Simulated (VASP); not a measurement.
A run of VASP 6.6.1 is set up as follows.

INCAR

```
ALGO = Normal
EDIFF = 1E-6
ENCUT = 420
GGA = PE
GGA_COMPAT = False
ISIF = 2
ISMEAR = -1
LASPH = True
LCHARG = True
LELF = True
LREAL = False
LVHAR = True
LWAVE = False
NBANDS = 16
NELM = 120
PREC = Accurate
SIGMA = 0.08
```

File KPOINTS:

```
k-points
0
Gamma
  7 7 5
```

Contents of POSCAR:

```
ZrB2
1.0
    3.1700000000      0.0000000000      0.0000000000
   -1.5850000000      2.7453005300      0.0000000000
    0.0000000000      0.0000000000      3.5330000000
Zr B
1 2
Direct
   -0.0052231662      0.0049732260      0.0016982734
    0.3354226229      0.6759001354      0.4873407869
    0.6795567410      0.3565715263      0.5095519389
```

Potentials or basis: VASP PAW PBE potentials, release 64 (Zr_sv, B).

Launch:

```bash
$ cat potpaw_PBE.64/Zr_sv/POTCAR potpaw_PBE.64/B/POTCAR > POTCAR
$ mpirun -np 1 vasp_std > vasp.out
```

**Question.** What does it give for the pressure?

**Answer.** 1.5 GPa.

**Question.** What does it give for the largest force?

**Answer.** 0.742 eV/Å.

**Question.** Estimate the band gap on the k mesh.

**Answer.** Zero (bands 9 and 10 overlap by 0.62 eV).

Forces on the atoms (eV/Å):
```
Zr   0.284  0.412 -0.157
B   -0.008  0.192  0.489
B   -0.276 -0.604 -0.332
```
